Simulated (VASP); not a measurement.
GaN: single point with r2SCAN

GaN:

```
Ga N
1.0
     0.00000    2.24895    2.24895
     2.24895    0.00000    2.24895
     2.24895    2.24895    0.00000
Ga N
1 1
Cartesian
  0.0000 0.0000 0.0000
  3.3734 3.3734 3.3734
```

```
Program             : VASP 6.6.1
Task                : single point
Functional          : r2SCAN
Potentials or basis : VASP PAW PBE potentials, release 64 (Ga_d, N)
Cutoff              : 520 eV
k mesh              : 10 × 10 × 10
Occupations         : gaussian, width 0.01 eV
Spin                : no spin polarisation
```

```yaml
Pressure: 1.1 GPa
Band_gap_on_the_k_mesh: 2.16 eV, direct
```

Levels at points of the mesh, in eV from the valence-band top:
```csv
k point,band 7,band 8,band 9,band 10,band 11,band 12
"(0.00, 0.00, 0.00)",0.00,0.00,0.00,2.16,11.04,11.04
"(0.50, 0.00, 0.00)",-7.20,-1.00,-1.00,5.21,9.47,11.03
"(0.50, 0.50, 0.00)",-6.24,-2.80,-2.80,3.77,7.28,12.63
```

Wall time 2.7 min on 1 thread of AMD EPYC 7R13 (shared host), peak memory 0.12 GiB.

Caveat: the PAW data sets were made with another functional, which shifts forces and pressure a little. r2SCAN opens gaps a little over a GGA but as a rule still falls short of measured ones.
